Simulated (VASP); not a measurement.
A run of VASP 6.6.1:

The input POSCAR:

```
PbSe
1.0
    0.0000000000     11.6728171633      3.0488374166
    2.9437839961      0.0000000000      3.0488374166
    2.9437839961     11.6728171633      0.0000000000
Pb Se
2 2
Direct
    0.1642222632      0.7868438527      0.2131561473
    0.7868438527      0.1642222632      0.8357777368
    0.6853914507      0.3295434334      0.6704565666
    0.3295434334      0.6853914507      0.3146085493
```

Contents of INCAR.step1:

```
PREC = Accurate
ENCUT = 520
ISMEAR = 0
SIGMA = 0.02
LREAL = False
LASPH = True
NELM = 80
NBANDS = 28
GGA = PE
ALGO = Normal
EDIFF = 1E-4
LWAVE = True
LCHARG = False
```

The input INCAR.step2:

```
PREC = Accurate
ENCUT = 520
EDIFF = 1E-6
ISMEAR = 0
SIGMA = 0.02
LREAL = False
LASPH = True
NELM = 80
ALGO = Normal
ISIF = 2
LWAVE = False
LCHARG = False
METAGGA = R2SCAN
LMIXTAU = True
NBANDS = 28
ISTART = 1
```

File KPOINTS:

```
Automatic mesh
0
Gamma
  6 6 6
```

Potentials or basis: VASP PAW PBE potentials, release 64 (Pb_d, Se).

The run is started by

```sh
$ cat potpaw_PBE.64/Pb_d/POTCAR potpaw_PBE.64/Se/POTCAR > POTCAR
$ cp INCAR.step1 INCAR
$ mpirun -np 1 vasp_std > vasp.out
$ cp INCAR.step2 INCAR
$ mpirun -np 1 vasp_std > vasp.out
```

Hardware: 1 thread of Oxide Virtual Turin-like Processor, on a shared host.

**Question.** How long does it take, and how much memory?

**Answer.** Wall time 37 min on 1 thread of Oxide Virtual Turin-like Processor (shared host), peak memory 0.73 GiB. Counts: k points 46.
